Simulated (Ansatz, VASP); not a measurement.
One calculation of Al, two programs

```
Al
1.0
     0.00000    2.03821    2.03821
     2.03821    0.00000    2.03821
     2.03821    2.03821    0.00000
Al
1
Direct
  0.00000 0.00000 0.00000
```

Alike in both runs: task single point; functional r2SCAN0; k mesh 6 × 6 × 6; occupations fermi-dirac, width 0.05 eV; no spin polarisation.

|  | VASP | Ansatz |
| --- | --- | --- |
| version | VASP 6.6.1 | Ansatz 0.2.0 |
| potentials or method | VASP PAW PBE potentials, release 64 (Al) | Ansatz PAW |
| plane-wave cutoff (eV) | 520 | 500 |
| valence electrons in the cell | 3 | 3 |

```tsv
	VASP	Ansatz	Ansatz less VASP
gap on the k mesh at the Fermi level (eV)	none	none	-
pressure (GPa)	-4.4	-4.3	+0.19
```

VASP's potentials were made for PBE, not for r2SCAN0. A gap of «none» marks a metal or a gap that the smearing closes.

The k mesh is coarse, so the values compare programs but aren't converged.
